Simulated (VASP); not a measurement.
# BN: density of states with LDA

BN:

```
B N
1.0
     1.25112    0.72234    3.37293
    -1.25112    0.72234    3.37293
     0.00000   -1.44467    3.37293
B N
1 1
Direct
  0.99967 0.99967 0.99967
  0.33276 0.33276 0.33276
```

```json
{"Program": "VASP 6.6.1", "Task": "density of states", "Functional": "LDA", "Potentials or basis": "VASP PAW LDA potentials, release 64 (B, N)", "Cutoff": "520 eV", "k mesh": "8 × 8 × 8", "Occupations": "gaussian, width 0.01 eV", "Spin": "no spin polarisation", "Dipole correction": "no", "k mesh for the DOS": "12 × 12 × 12", "Occupations for the DOS": "tetrahedron", "Further INCAR settings": "ALGO = Normal; EDIFF = 1e-07; NBANDS = 11"}
```

| Item | Value |
| --- | --- |
| Valence electrons inside the program's atomic spheres | B 2.18; N 3.98 |

Levels at points of the mesh, in eV from the valence-band top:
```tsv
k point	band 1	band 2	band 3	band 4	band 5	band 6	band 7	band 8
(0.00, 0.00, 0.00)	-17.56	-4.20	-1.30	-1.30	4.84	11.56	11.56	12.97
(0.50, 0.00, 0.00)	-14.34	-8.89	-4.08	-0.60	5.13	9.89	12.70	14.67
(0.50, 0.50, 0.00)	-14.27	-8.76	-4.14	-1.20	4.09	9.90	13.88	17.18
(0.50, 0.50, 0.50)	-17.29	-6.24	-1.31	-1.31	9.83	11.49	11.49	12.34
```

Wall time 40 s on 1 thread of Intel Xeon 6975P-C, with other jobs on the host, peak memory 0.16 GiB.
